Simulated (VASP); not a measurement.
Here is a VASP 6.6.1 calculation.

File INCAR:

```
  PREC = Accurate
  ENCUT = 520
  EDIFF = 1E-6
  ISMEAR = 0
  SIGMA = 0.05
  LREAL = False
  LASPH = True
  NELM = 100
  ALGO = Normal
  ISIF = 2
  LWAVE = False
  LCHARG = False
  GGA = PE
  IVDW = 12
  NBANDS = 50
```

Contents of KPOINTS:

```
Automatic mesh
0
Gamma
  4 8 8
```

Contents of POSCAR:

```
SnSe
1.0
   11.4836155631      0.0000000000      0.0000000000
    0.0000000000      4.1672321215      0.0000000000
    0.0000000000      0.0000000000      4.3883960957
Sn Se
4 4
Direct
    0.1176558967      0.2500000000      0.0960558245
    0.8823441033      0.7500000000      0.9039441755
    0.3823441033      0.7500000000      0.5960558245
    0.6176558967      0.2500000000      0.4039441755
    0.8569941520      0.2500000000      0.4769926796
    0.1430058480      0.7500000000      0.5230073204
    0.6430058480      0.7500000000      0.9769926796
    0.3569941520      0.2500000000      0.0230073204
```

Potentials or basis: VASP PAW PBE potentials, release 64 (Sn_d, Se).

Launch:

```sh
$ cat potpaw_PBE.64/Sn_d/POTCAR potpaw_PBE.64/Se/POTCAR > POTCAR
$ mpirun -np 1 vasp_std > vasp.out
```

(1) Predict the dispersion energy per atom.

(2) Predict the pressure.

Answers

(1) -0.368 eV.

(2) 0.0 GPa.

Caveat: spin-orbit coupling is left out, which moves the levels of the heavy elements.

**The experiment to reproduce.**

From “Linear dichroism of the optical properties of SnS and SnSe van der Waals crystals”, 2024, arxiv:2409.17412, for a bulk crystal of SnSe at 300 K: band gap 0.89 eV (indirect).

Against the measured gap of SnSe, 0.89 eV (indirect; 300 K; “Linear dichroism of the optical properties of SnS and SnSe van der Waals crystals”, 2024, arxiv:2409.17412), the calculated 0.56 eV is off by -0.33 eV. 2 values of this kind are on record (0.89 to 0.99 eV); this one was drawn at random. Spin-orbit coupling on Se, Sn is left out. The value is that of PBE+D3(BJ) on a finite k mesh, which can miss the band edges, without temperature or zero-point motion. Semilocal functionals fall short of measured gaps as a rule.
